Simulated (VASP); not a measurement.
# AlNi (P4/mmm) in VASP: notebook, part 2 of 2

VASP 6.6.1. Earlier steps stand in the parts before.

## Step 4: Single point, PBEsol

This run uses another cell than the first one, of 11.83 Å³/atom, 1.027 times its volume.

Contents of INCAR:

```
SYSTEM = AlNi
PREC = Accurate
ENCUT = 520
EDIFF = 1E-6
ISMEAR = 0
SIGMA = 0.15
LREAL = .False.
LASPH = .True.
NELM = 80
ALGO = Fast
ISIF = 2
LWAVE = .False.
LCHARG = .False.
GGA = PS
NBANDS = 14
```

Contents of KPOINTS:

```
regular mesh
0
Gamma
  16 16 16
  0 0 0
```

Contents of POSCAR:

```
AlNi
1.0
    1.9538327071     -1.9537807868      0.0000000000
    1.9538327071      1.9537807868      0.0000000000
    0.0000000000      0.0000000000      3.0984000000
Al Ni
1 1
Direct
    0.0000000000      0.0000000000      0.0000000000
    0.5000000000      0.5000000000      0.5000000000
```

Potentials or basis: VASP PAW PBE potentials, release 64 (Al, Ni).

Launch:

```console
$ cat potpaw_PBE.64/Al/POTCAR potpaw_PBE.64/Ni/POTCAR > POTCAR
$ mpirun -np 1 vasp_std > vasp.out
```

OUTCAR:

```text
SYSTEM = AlNi
   PREC = Accurate
   ENCUT = 520
   EDIFF = 1E-6
   ISMEAR = 0
   LREAL = .False.
   LASPH = .True.
   NELM = 80
   ISIF = 2
   GGA = PS

 ion  position               nearest neighbor table
   1  0.000  0.000  0.000-   2 2.49   2 2.49   2 2.49   2 2.49   2 2.49   2 2.49   2 2.49   2 2.49

   2  0.500  0.500  0.500-   1 2.49   1 2.49   1 2.49   1 2.49   1 2.49   1 2.49   1 2.49   1 2.49

  LATTYP: Found a base centered orthorhombic cell.
 ALAT       =     3.9075615736
 B/A-ratio  =     1.0000265743
 C/A-ratio  =     0.7929241655

  Lattice vectors:

 A1 = (  -1.9538327071,  -1.9537807868,   0.0000000000)
 A2 = (   1.9538327071,  -1.9537807868,   0.0000000000)
 A3 = (   0.0000000000,   0.0000000000,   3.0984000000)

Analysis of symmetry for initial positions (statically):
=====================================================================
 Subroutine PRICEL returns:
 Original cell was already a primitive cell.

 Routine SETGRP: Setting up the symmetry group for a
 base centered orthorhombic supercell.

 Subroutine GETGRP returns: Found  8 space group operations
 (whereof  8 operations were pure point group operations)
 out of a pool of  8 trial point group operations.

The static configuration has the point symmetry D_2h.

Analysis of symmetry for dynamics (positions and initial velocities):
=====================================================================
 Subroutine PRICEL returns:
 Original cell was already a primitive cell.

 Routine SETGRP: Setting up the symmetry group for a
 base centered orthorhombic supercell.

 Subroutine GETGRP returns: Found  8 space group operations
 (whereof  8 operations were pure point group operations)
 out of a pool of  8 trial point group operations.

The dynamic configuration has the point symmetry D_2h.

 Subroutine INISYM returns: Found  8 space group operations
 (whereof  8 operations are pure point group operations),
 and found     1 'primitive' translations

----------------------------------------------------------------------------------------

                                     Primitive cell

[... 117 lines left out ...]
   AEXX    =    0.0000 exact exchange contribution
   IVDW    =     0    specifies the selected vdW correction
   LEPSILON=     F    determine dielectric tensor
   LRPA    =     F    only Hartree local field effects (RPA)
 non-spin polarized calculation
 RMM-DIIS sequential band-by-band and
 Gauss-broadening in eV      SIGMA  =   0.15
  energy-cutoff  :      520.00
  volume of cell :       23.66
 maximum number of plane-waves:       656
 NGX is ok and might be reduce to    24
   NGX = 11   NGY = 11   NGZ = 11

 number of electron      13.0000003 magnetization

 Free energy of the ion-electron system (eV)
  ---------------------------------------------------
  ext. energy  EPLUGINS =         0.00000000
  ---------------------------------------------------
  free energy    TOTEN  =       -11.54998605 eV

  energy without entropy =      -11.53928615  energy(sigma->0) =      -11.54463610

 E-fermi :  10.0396     XC(G=0): -12.2191

 val. band max:       10.0357428045   @ k =   0.5000   0.3125   0.4375
 cond. band min:      10.0460646832   @ k =  -0.3750   0.1250   0.3125
 fundamental gap:      0.0103218787
 Fermi energy:        10.0396261422

 k-point     1 :       0.0000    0.0000    0.0000
  band No.  band energies     occupation
      1      -1.1817      2.00000
      2       6.6536      2.00000
      3       6.7842      2.00000
      4       8.4019      2.00000
      5       8.4019      2.00000
      6       8.6907      2.00000
      7      13.0494      0.00000
      8      17.0047      0.00000
      9      17.0048      0.00000
     10      17.2428      0.00000
     11      18.6636      0.00000
     12      24.4916      0.00000
     13      30.3871      0.00000
     14      30.3871      0.00000
[... 377 lines left out ...]
      1      -1.0256      2.00000
      2       6.6948      2.00000
      3       6.8005      2.00000
      4       8.3291      2.00000
      5       8.3728      2.00000
      6       8.6271      2.00000
      7      13.2902      0.00000
      8      15.7474      0.00000
      9      16.2478      0.00000
     10      17.6439      0.00000
     11      20.1717      0.00000
     12      25.1698      0.00000
     13      29.1645      0.00000
     14      29.4060      0.00000

 [... further k-points ...]
[... 5 lines left out ...]
  --------------------------------------------------------------------------------------
  -------------------------------------------------------------------------------------
  Total        0.1803432      0.1811762     -0.7118594      0.0000000      0.0000000      0.0000000
  in kB       12.2146123     12.2710284    -48.2141073      0.0000000      0.0000000      0.0000000
  external PRESSURE =      -7.9094889 kB  Pullay stress =       0.0000000 kB

 VOLUME and BASIS-vectors are now :
 -----------------------------------------------------------------------------
  energy-cutoff  :      520.00
  volume of cell :       23.66
      direct lattice vectors                 reciprocal lattice vectors
     1.953832707 -1.953780787  0.000000000     0.255907273 -0.255914074  0.000000000
     1.953832707  1.953780787  0.000000000     0.255907273  0.255914074  0.000000000
     0.000000000  0.000000000  3.098400000     0.000000000  0.000000000  0.322747224

 POSITION                                       TOTAL-FORCE (eV/Angst)
 -----------------------------------------------------------------------------------
      0.00000      0.00000      0.00000         0.000000      0.000000      0.000000
      1.95383      0.00000      1.54920        -0.000000     -0.000000      0.000000
 -----------------------------------------------------------------------------------
    total drift:                                0.000000     -0.000000     -0.000000

  FREE ENERGIE OF THE ION-ELECTRON SYSTEM (eV)
  ---------------------------------------------------
  free  energy   TOTEN  =       -11.5499860518 eV

  energy  without entropy=      -11.5392861463  energy(sigma->0) =      -11.54463610
```

Wall time 2 min (1 thread of AMD EPYC 9R45 (Zen 5), shared host); peak memory 0.29 GiB.

Results:

| Item | Value |
| --- | --- |
| Free energy | -11.5500 eV |
| Pressure | -0.8 GPa |

Stress tensor (GPa, compression positive):
```
 1.22  0.00  0.00
 0.00  1.23  0.00
 0.00  0.00 -4.82
```

Caveat: the PAW data sets were made with another functional, which shifts forces and pressure a little.

## Step 5: Single point, PBEsol

This run uses another cell than the first one, of 11.89 Å³/atom, 1.033 times its volume.

Contents of INCAR:

```
  PREC = Accurate
  ENCUT = 520
  EDIFF = 1E-7
  ISMEAR = 0
  SIGMA = 0.15
  LREAL = F
  LASPH = T
  NELM = 80
  ALGO = Fast
  ISIF = 2
  LWAVE = F
  LCHARG = F
  GGA = PS
  NBANDS = 14
```

Contents of KPOINTS:

```
Automatic mesh
0
Gamma
  16 16 16
```

Contents of POSCAR:

```
AlNi
1.0
    2.1222677803     -2.1222113841      0.0000000000
    2.1222677803      2.1222113841      0.0000000000
    0.0000000000      0.0000000000      2.6394000000
Al Ni
1 1
Direct
    0.0000000000      0.0000000000      0.0000000000
    0.5000000000      0.5000000000      0.5000000000
```

Launch:

```console
$ cat potpaw_PBE.64/Al/POTCAR potpaw_PBE.64/Ni/POTCAR > POTCAR
$ mpirun -np 1 vasp_std > vasp.out
```

Run time: 2.1 min. Hardware: 1 thread of AMD EPYC 9R45 (Zen 5), shared host; peak memory 0.29 GiB.

It converged, with:

```yaml
Free_energy: -11.5051 eV
Pressure: -0.9 GPa
```

Stress tensor (GPa, compression positive):
```
-5.96  0.00  0.00
 0.00 -5.96  0.00
 0.00  0.00  9.11
```

Levels at points of the mesh, in eV from the Fermi level:
```
           k point  band 5  band 6  band 7  band 8  band 9  band 10
(0.00, 0.00, 0.00)   -1.42   -1.42    4.02    4.02    7.59     7.89
(0.50, 0.00, 0.00)   -1.82   -1.36   -0.98    7.83    8.43     9.29
(0.50, 0.50, 0.00)   -1.74   -1.74   -1.23    0.63    1.73    14.78
(0.00, 0.00, 0.50)   -2.54   -1.63   -0.06    8.41    9.00     9.00
(0.50, 0.00, 0.50)   -2.23   -2.20   -1.04    2.02    2.87    11.46
(0.50, 0.50, 0.50)   -0.90    1.97    1.97    2.19    3.57     3.85
```

Caveat: the PAW data sets were made with another functional, which shifts forces and pressure a little.

## Step 6: Overview

```csv
cell,further INCAR settings,gap on the mesh (eV),pressure (GPa)
"a = 2.954, b = 2.954, c = 2.639 Å, 2 atoms",ALGO = Fast; EDIFF = 1e-07; NBANDS = 14,none,4.4
"a = 2.763, b = 2.763, c = 3.022 Å, 2 atoms",ALGO = Fast; EDIFF = 1e-06; NBANDS = 14,none,3.3
"a = 2.763, b = 2.763, c = 3.098 Å, 2 atoms",ALGO = Fast; EDIFF = 1e-06; NBANDS = 14,none,-0.8
"a = 3.001, b = 3.001, c = 2.639 Å, 2 atoms",ALGO = Fast; EDIFF = 1e-07; NBANDS = 14,none,-0.9
```

Alike in all rows: task single point; level PBEsol; potentials or basis VASP PAW PBE potentials, release 64 (Al, Ni); no spin polarisation; k mesh 16 × 16 × 16; cutoff (eV) 520; smearing gaussian 0.15 eV.

Caveats: the PAW data sets were made with another functional, which shifts forces and pressure a little.

Total energies depend on the potentials used, so only differences within one code and one set of settings carry meaning.
